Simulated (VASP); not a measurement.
# Sr2MoWO6 (P-1) in VASP: single point with r2SCAN

Aim: the single point of Sr2MoWO6 with r2SCAN.

Program: VASP 6.6.1. These are calculated values, not measurements. Logs are shortened: lines on timing, memory, paths and dates and some standing lists are left out, and cuts for length are marked.

## (1) The cell of the first run

The typed cell holds 10 atoms: a = 5.531 Å, b = 5.532 Å, c = 5.547 Å, α = 60.11°, β = 60.10°, γ = 90.00°.

## (2) Single point, r2SCAN

Input file POSCAR:

```
Sr2MoWO6
1.0
    0.0003675500      5.5312280200      0.0000000000
    5.5317644500      0.0000000000      0.0000000000
    2.7641631600      2.7649777400     -3.9347582500
Sr Mo W O
2 1 1 6
Direct
    0.2499745947      0.7501103793      0.4999815859
    0.7500254053      0.2498896207      0.5000184141
    0.0000000000      0.0000000000      0.0000000000
    0.5000000000      0.5000000000      0.0000000000
    0.2522428195      0.2520903425      0.4949977971
    0.7477571805      0.7479096575      0.5050022029
    0.2328499893      0.2728491404     -0.0000175629
    0.7671500107      0.7271508596      1.0000175629
    0.2727512060      0.7670597590      1.0002276928
    0.7272487940      0.2329402410     -0.0002276928
```

Input file INCAR.step1:

```
SYSTEM = Sr2MoWO6
PREC = Accurate
ENCUT = 520
ISMEAR = -1
SIGMA = 0.03
LREAL = .False.
LASPH = .True.
NELM = 100
NBANDS = 53
GGA = PE
ALGO = Normal
EDIFF = 1E-4
LWAVE = .True.
LCHARG = .False.
```

Input file INCAR.step2:

```
SYSTEM = Sr2MoWO6
PREC = Accurate
ENCUT = 520
EDIFF = 1E-7
ISMEAR = -1
SIGMA = 0.03
LREAL = .False.
LASPH = .True.
NELM = 100
ALGO = Normal
ISIF = 2
LWAVE = .False.
LCHARG = .False.
METAGGA = R2SCAN
LMIXTAU = .True.
NBANDS = 53
ISTART = 1
```

Input file KPOINTS:

```
Automatic mesh
0
Gamma
  4 4 5
  0.5 0.5 0.5
```

Potentials or basis: VASP PAW PBE potentials, release 64 (Sr_sv, Mo_sv, W_sv, O).

Started as:

```console
> cat potpaw_PBE.64/Sr_sv/POTCAR potpaw_PBE.64/Mo_sv/POTCAR potpaw_PBE.64/W_sv/POTCAR potpaw_PBE.64/O/POTCAR > POTCAR
> cp INCAR.step1 INCAR
> mpirun -np 1 vasp_std > vasp.out
> cp INCAR.step2 INCAR
> mpirun -np 1 vasp_std > vasp.out
```

OUTCAR:

```text
SYSTEM = Sr2MoWO6
   PREC = Accurate
   ENCUT = 520
   EDIFF = 1E-7
   ISMEAR = -1
   LREAL = .False.
   LASPH = .True.
   NELM = 100
   ISIF = 2
   METAGGA = R2SCAN
   ISTART = 1

 ion  position               nearest neighbor table
   1  0.250  0.750  0.500-   9 2.66   8 2.67   7 2.67  10 2.67   5 2.76   6 2.76   6 2.77   5 2.77
                             7 2.89   8 2.89   9 2.89  10 2.89   3 3.39   3 3.39   4 3.39   4 3.39
   2  0.750  0.250  0.500-  10 2.66   7 2.67   8 2.67   9 2.67   6 2.76   5 2.76   5 2.77   6 2.77
                             8 2.89   7 2.89  10 2.89   9 2.89   3 3.39   3 3.39   4 3.39   4 3.39
   3  0.000  0.000  0.000-   9 1.98  10 1.98   7 1.98   8 1.98   6 1.99   5 1.99   1 3.39   2 3.39
                             1 3.39   2 3.39   2 3.39   1 3.39   2 3.40   1 3.40
   4  0.500  0.500  0.000-   9 1.94  10 1.94   7 1.94   8 1.94   5 1.95   6 1.95   1 3.39   2 3.39
                             2 3.39   1 3.39   1 3.39   2 3.39   1 3.39   2 3.39
   5  0.252  0.252  0.495-   4 1.95   3 1.99   1 2.76   2 2.76   2 2.77   1 2.77
   6  0.748  0.748  0.505-   4 1.95   3 1.99   2 2.76   1 2.76   1 2.77   2 2.77
   7  0.233  0.273  1.000-   4 1.94   3 1.98   2 2.67   1 2.67   1 2.89   2 2.89
   8  0.767  0.727  0.000-   4 1.94   3 1.98   1 2.67   2 2.67   2 2.89   1 2.89
   9  0.273  0.767  0.000-   4 1.94   3 1.98   1 2.66   2 2.67   1 2.89   2 2.89
  10  0.727  0.233  1.000-   4 1.94   3 1.98   2 2.66   1 2.67   2 2.89   1 2.89

  LATTYP: Found a base centered monoclinic cell.
 ALAT       =    42.1560147119
 B/A-ratio  =     0.1855596918
 C/A-ratio  =     0.2935497723
 COS(beta)  =    -0.9982576835

  Lattice vectors:

 A1 = ( -16.5922227700, -11.0611835000,   7.8695165000)
 A2 = ( -11.0608258700, -16.5924115200,   7.8695165000)
 A3 = (   8.2962951600,   8.2962057600,  -3.9347582500)

Analysis of symmetry for initial positions (statically):
=====================================================================
 Subroutine PRICEL returns:
 Original cell was already a primitive cell.

 Routine SETGRP: Setting up the symmetry group for a
 base centered monoclinic supercell.

 Subroutine GETGRP returns: Found  2 space group operations
 (whereof  2 operations were pure point group operations)
 out of a pool of  4 trial point group operations.

The static configuration has the point symmetry S_2 .

Analysis of symmetry for dynamics (positions and initial velocities):
=====================================================================
 Subroutine PRICEL returns:
 Original cell was already a primitive cell.

 Routine SETGRP: Setting up the symmetry group for a
 base centered monoclinic supercell.

 Subroutine GETGRP returns: Found  2 space group operations
 (whereof  2 operations were pure point group operations)
 out of a pool of  4 trial point group operations.

The dynamic configuration has the point symmetry S_2 .

 Subroutine INISYM returns: Found  2 space group operations
 (whereof  2 operations are pure point group operations),
 and found     1 'primitive' translations

----------------------------------------------------------------------------------------

                                     Primitive cell

  volume of cell :     120.3936

  direct lattice vectors                    reciprocal lattice vectors
     0.000367550  5.531228020  0.000000000     0.000000000  0.180791679  0.127043375
     5.531764450  0.000000000  0.000000000     0.180774147 -0.000012012  0.126985190
     2.764163160  2.764977740 -3.934758250     0.000000000  0.000000000 -0.254145220

  length of vectors
     5.531228032  5.531764450  5.546893037     0.220965269  0.220917475  0.254145220

  position of ions in fractional coordinates (direct lattice)
     0.249974595  0.750110379  0.499981586
     0.750025405  0.249889621  0.500018414
     0.000000000  0.000000000  0.000000000
     0.500000000  0.500000000  0.000000000
     0.252242819  0.252090342  0.494997797
     0.747757181  0.747909658  0.505002203
     0.232849989  0.272849140  0.999982437
     0.767150011  0.727150860  0.000017563
     0.272751206  0.767059759  0.000227693
     0.727248794  0.232940241  0.999772307

  ion indices of the primitive-cell ions
   primitive index   ion index
                 1           1
                 2           2
                 3           3
                 4           4
                 5           5
                 6           6
                 7           7
                 8           8
                 9           9
                10          10

----------------------------------------------------------------------------------------

 KPOINTS: Automatic mesh

Automatic generation of k-mesh.
 Grid dimensions read from file:
 generate k-points for:    4    4    5

 Generating k-lattice:

  Cartesian coordinates                     Fractional coordinates (reciprocal lattice)
     0.000000000  0.045197920  0.031760844     0.250000000  0.000000000  0.000000000
     0.045193537 -0.000003003  0.031746297     0.000000000  0.250000000  0.000000000
     0.000000000  0.000000000 -0.050829044     0.000000000  0.000000000  0.200000000

  Length of vectors
     0.055241317  0.055229369  0.050829044

  Shift w.r.t. Gamma in fractional coordinates (k-lattice)
     0.500000000  0.500000000  0.500000000

 Subroutine IBZKPT returns following result:
 ===========================================

 Found     40 irreducible k-points:

 Following reciprocal coordinates:
            Coordinates               Weight
  0.125000  0.125000  0.100000      2.000000
  0.375000  0.125000  0.100000      2.000000
 -0.375000  0.125000  0.100000      2.000000
 -0.125000  0.125000  0.100000      2.000000
  0.125000  0.375000  0.100000      2.000000
  0.375000  0.375000  0.100000      2.000000
[... 16 lines left out ...]
 -0.375000  0.375000  0.300000      2.000000
 -0.125000  0.375000  0.300000      2.000000
 [... further k-points ...]
   k-points           NKPTS =     40   k-points in BZ     NKDIM =     40   number of bands    NBANDS=     53
   number of dos      NEDOS =    301   number of ions     NIONS =     10
   total plane-waves  NPLWV =  74088
   dimension x,y,z NGX =    42 NGY =   42 NGZ =   42
   dimension x,y,z NGXF=    84 NGYF=   84 NGZF=   84
   ions per type =               2   1   1   6
   NGX,Y,Z   is equivalent  to a cutoff of  12.62, 12.62, 12.59 a.u.
   NGXF,Y,Z  is equivalent  to a cutoff of  25.25, 25.24, 25.18 a.u.
 SYSTEM =  Sr2MoWO6
   PREC   = accura    normal or accurate (medium, high low for compatibility)
   ISTART =      1    job   : 0-new  1-cont  2-samecut
   ICHARG =      0    charge: 1-file 2-atom 10-const
   ISPIN  =      1    spin polarized calculation?
   LNONCOLLINEAR =      F non collinear calculations
   LSORBIT =      F    spin-orbit coupling
   LASPH  =      T    aspherical Exc in radial PAW
   ENCUT  =  520.0 eV  38.22 Ry    6.18 a.u.  10.28 10.29 10.31*2*pi/ulx,y,z
   NELM   =    100;   NELMIN=  2; NELMDL=  0     # of ELM steps
   EDIFF  = 0.1E-06   stopping-criterion for ELM
   LREAL  =      F    real-space projection
   EDIFFG = 0.1E-05   stopping-criterion for IOM
   NSW    =      0    number of steps for IOM
   IBRION =     -1    ionic relax: 0-MD 1-quasi-New 2-CG
   NFREE  =      0    steps in history (QN), initial steepest desc. (CG)
   ISIF   =      2    stress and relaxation
   ISYM   =      2    0-nonsym 1-usesym 2-fastsym
   POTIM  = 0.5000    time-step for ionic-motion
   TEBEG  =    0.0;   TEEND  =   0.0 temperature during run
   PSTRESS=    0.0 pullay stress
   NELECT =      84.0000    total number of electrons
   NUPDOWN=      -1.0000    fix difference up-down
   EMIN   =  10.00;   EMAX   =-10.00  energy-range for DOS
   EFERMI =   0.00;   METHOD = LEGACY
   ISMEAR =    -1;   SIGMA  =   0.03  broadening in eV -4-tet -1-fermi 0-gaus
   EFERMI_NEDOS =   21; number of points for ismear=-14 and -15
   IALGO  =     38    algorithm
   IMIX   =      4    mixing-type and parameters
     AMIX     =   0.40;   BMIX     =  1.00
     AMIX_MAG =   1.60;   BMIX_MAG =  1.00
  volume/ion in A,a.u.               =      12.04        81.25
  Fermi-wavevector in a.u.,A,eV,Ry     =   1.452001  2.743883 28.685245  2.108306
  Thomas-Fermi vector in A             =   2.569433
   LORBIT       =      0    0 simple, 1 ext, 2 COOP (PROOUT), +10 PAW based schemes
   METAGGA = R2SCAN    functional components
   LHFCALC =     F    Hartree Fock is set to
   AEXX    =    0.0000 exact exchange contribution
   IVDW    =     0    specifies the selected vdW correction
   LEPSILON=     F    determine dielectric tensor
   LRPA    =     F    only Hartree local field effects (RPA)
 non-spin polarized calculation
  energy-cutoff  :      520.00
  volume of cell :      120.39
 maximum number of plane-waves:      3255
 NGX is ok and might be reduce to    42
   NGX = 21   NGY = 21   NGZ = 21

 number of electron      84.0000005 magnetization

 Free energy of the ion-electron system (eV)
  ---------------------------------------------------
  ext. energy  EPLUGINS =         0.00000000
  ---------------------------------------------------
  free energy    TOTEN  =      -169.37924838 eV

  energy without entropy =     -169.36698407  energy(sigma->0) =     -169.37311622

 E-fermi :   8.1398     XC(G=0): -12.3279

 val. band max:        8.0982241568   @ k =  -0.1250   0.1250   0.3000
 cond. band min:       8.1796719195   @ k =  -0.1250   0.1250   0.3000
 fundamental gap:      0.0814477627
 Fermi energy:         8.1397607360

 k-point     1 :       0.1250    0.1250    0.1000
  band No.  band energies     occupation
      1     -69.9885      2.00000
      2     -56.1549      2.00000
      3     -33.7312      2.00000
      4     -33.7069      2.00000
      5     -33.7030      2.00000
      6     -29.7524      2.00000
[... 45 lines left out ...]
     52      11.8799      0.00000
     53      12.1392      0.00000
[... 1286 lines left out ...]
     52      12.8488      0.00000
     53      12.9895      0.00000

 [... further k-points ...]

------------------------ aborting loop because EDIFF is reached ----------------------------------------

  FORCE on cell =-STRESS in cart. coord.  units (eV):
  Direction    XX          YY          ZZ          XY          YZ          ZX
  --------------------------------------------------------------------------------------
  -------------------------------------------------------------------------------------
  Total        9.2456550      9.2566294      7.1085760     -0.0113765     -0.1069992     -0.1435705
  in kB      123.0396168    123.1856621     94.5997306     -0.1513963     -1.4239274     -1.9106121
  external PRESSURE =     113.6083365 kB  Pullay stress =       0.0000000 kB

 VOLUME and BASIS-vectors are now :
 -----------------------------------------------------------------------------
  energy-cutoff  :      520.00
  volume of cell :      120.39
      direct lattice vectors                 reciprocal lattice vectors
     0.000367550  5.531228020  0.000000000     0.000000000  0.180791679  0.127043375
     5.531764450  0.000000000  0.000000000     0.180774147 -0.000012012  0.126985190
     2.764163160  2.764977740 -3.934758250     0.000000000  0.000000000 -0.254145220

 POSITION                                       TOTAL-FORCE (eV/Angst)
 -----------------------------------------------------------------------------------
      5.53156      2.76510     -1.96731         0.000924     -0.000282     -0.003394
      2.76474      5.53110     -1.96745        -0.000924      0.000282      0.003394
      0.00000      0.00000      0.00000         0.000000     -0.000000      0.000000
      2.76607      2.76561      0.00000         0.000000     -0.000000      0.000000
      2.76285      2.76387     -1.94770        -0.000102     -0.000970     -0.126503
      5.53344      5.53234     -1.98706         0.000102      0.000970      0.126503
      4.27354      4.05288     -3.93469        -0.089149     -0.109055     -0.000462
      4.02276      4.24333     -0.00007         0.089149      0.109055      0.000462
      4.24392      1.50928     -0.00090         0.109142     -0.088696      0.003723
      4.05237      6.78693     -3.93386        -0.109142      0.088696     -0.003723
 -----------------------------------------------------------------------------------
    total drift:                                0.000000      0.000000     -0.000000

  FREE ENERGIE OF THE ION-ELECTRON SYSTEM (eV)
  ---------------------------------------------------
  free  energy   TOTEN  =      -169.3792483796 eV

  energy  without entropy=     -169.3669840688  energy(sigma->0) =     -169.37311622
```

It took 11 min on 1 thread of Intel Xeon Platinum 8559C (Emerald Rapids), shared host; peak memory 0.45 GiB.

Results:

```
Free energy            : -169.3792 eV
Pressure               : 11.4 GPa
Largest force          : 0.141 eV/Å
Band gap on the k mesh : zero (bands 42 and 43 overlap by 1.95 eV)
```

Forces on the atoms (eV/Å):
```
Sr   0.001  0.000 -0.003
Sr  -0.001  0.000  0.003
Mo   0.000  0.000  0.000
W    0.000  0.000  0.000
O    0.000 -0.001 -0.127
O    0.000  0.001  0.127
O   -0.089 -0.109  0.000
O    0.089  0.109  0.000
O    0.109 -0.089  0.004
O   -0.109  0.089 -0.004
```

Stress tensor (GPa, compression positive):
```
12.30 -0.02 -0.19
-0.02 12.32 -0.14
-0.19 -0.14  9.46
```

Caveat: the cell stands under pressure; the PAW data sets were made with another functional, which shifts forces and pressure a little; spin-orbit coupling is left out, which moves the levels of the heavy elements.

The gap in the log of VASP goes by the Fermi energy; the results here count the filled bands.